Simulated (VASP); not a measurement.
Write the native input for VASP 6.6.1 that does the following.

```
Task                   : single point
Functional             : r2SCAN
Potentials or basis    : VASP PAW PBE potentials, release 64 (Cu)
Cutoff                 : 520 eV
k mesh                 : 20 × 20 × 14
Occupations            : gaussian, width 0.1 eV
Spin                   : no spin polarisation
Dipole correction      : no
Further INCAR settings : ALGO = Normal; EDIFF = 1e-07; NBANDS = 18
```

The system is Cu.

```
CELL_PARAMETERS angstrom
1.80621 1.80621 0.00000
-1.80621 1.80621 0.00000
0.00000 0.00000 3.43360
ATOMIC_POSITIONS crystal
Cu 0.00000 0.00000 0.00000
Cu 0.50000 0.50000 0.50000
```

This cell differs from its parent crystal: uniaxial strain along c: -4.0 %.

One way to write it, as run:

POSCAR

```
Cu
1.0
    1.8062144267      1.8062144267      0.0000000000
   -1.8062144267      1.8062144267      0.0000000000
    0.0000000000      0.0000000000      3.4335957418
Cu
2
Direct
    0.0000000000      0.0000000000      0.0000000000
    0.5000000000      0.5000000000      0.5000000000
```

INCAR.step1

```
PREC = Accurate ; ENCUT = 520
ISMEAR = 0 ; SIGMA = 0.1
LREAL = False ; LASPH = True
NELM = 100 ; NBANDS = 18
GGA = PE ; ALGO = Normal
EDIFF = 1E-4 ; LWAVE = True
LCHARG = False
```

INCAR.step2

```
PREC = Accurate ; ENCUT = 520
EDIFF = 1E-7 ; ISMEAR = 0
SIGMA = 0.1 ; LREAL = False
LASPH = True ; NELM = 100
ALGO = Normal ; ISIF = 2
LWAVE = False ; LCHARG = False
METAGGA = R2SCAN ; LMIXTAU = True
NBANDS = 18 ; ISTART = 1
```

KPOINTS

```
regular mesh
0
Gamma
  20 20 14
```

Potentials or basis: VASP PAW PBE potentials, release 64 (Cu).

Command:

```bash
$ cat potpaw_PBE.64/Cu/POTCAR > POTCAR
$ cp INCAR.step1 INCAR
$ mpirun -np 1 vasp_std > vasp.out
$ cp INCAR.step2 INCAR
$ mpirun -np 1 vasp_std > vasp.out
```

Results of the run:

```
Pressure               : 4.4 GPa
Band gap on the k mesh : zero (bands 11 and 12 overlap by 8.84 eV)
```

Caveat: the cell differs from its parent crystal (uniaxial strain along c: -4.0 %); the cell stands under pressure; the PAW data sets were made with another functional, which shifts forces and pressure a little.

It took 7.1 min on 1 thread of AMD EPYC 9R45 96-Core Processor (Zen 5), on a shared host, peak memory 0.24 GiB.
